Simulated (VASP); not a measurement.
SnO: single point with PBEsol+D3(BJ)

Crystal: SnO.

```
Sn O
1.0
     3.77039    0.00000    0.00000
     0.00000    3.77039    0.00000
     0.00000    0.00000    4.56337
Sn O
2 2
Direct
  0.00000 0.50000 0.25326
  0.50000 0.00000 0.74674
  0.00000 0.00000 0.00000
  0.50000 0.50000 0.00000
```

| Item | Value |
| --- | --- |
| Program | VASP 6.6.1 |
| Task | single point |
| Functional | PBEsol |
| Dispersion | D3(BJ) |
| Potentials or basis | VASP PAW PBE potentials, release 64 (Sn_d, O) |
| Cutoff | 600 eV |
| k mesh | 12 × 12 × 10 |
| Occupations | gaussian, width 0.15 eV |
| Spin | no spin polarisation |

```json
{
  "Pressure": "0.2 GPa",
  "Largest force": "0.090 eV/Å",
  "Band gap on the k mesh": "zero (bands 20 and 21 overlap by 0.47 eV)",
  "Dispersion energy per atom": "-0.233 eV"
}
```

Forces in eV/Å, atoms in the order of the input:
```
Sn   0.000  0.000  0.090
Sn   0.000  0.000 -0.090
O    0.000  0.000  0.000
O    0.000  0.000  0.000
```

Levels at points of the mesh, in eV from the Fermi level:
```tsv
k point	band 17	band 18	band 19	band 20	band 21	band 22	band 23	band 24
(0.00, 0.00, 0.00)	-3.64	-3.29	-3.29	0.02	2.39	4.32	4.32	5.06
(0.50, 0.00, 0.00)	-5.06	-5.06	-3.01	-3.01	3.50	3.50	5.78	5.78
(0.50, 0.50, 0.00)	-2.61	-2.61	-1.97	-1.97	-0.44	-0.44	4.46	4.46
(0.00, 0.00, 0.50)	-3.31	-3.31	-2.62	-2.30	1.65	2.44	2.44	3.41
(0.50, 0.00, 0.50)	-4.99	-4.99	-1.83	-1.83	2.88	2.88	5.12	5.12
(0.50, 0.50, 0.50)	-3.08	-3.08	-2.61	-2.61	2.13	2.13	4.56	4.56
```

Run time: 2.6 min on 1 thread of AMD EPYC 9R45 (Zen 5), with other jobs on the host, peak memory 0.38 GiB.

Caveat: semilocal functionals underestimate gaps, so a narrow gap can read as zero; the PAW data sets were made with another functional, which shifts forces and pressure a little; spin-orbit coupling is left out, which moves the levels of the heavy elements.
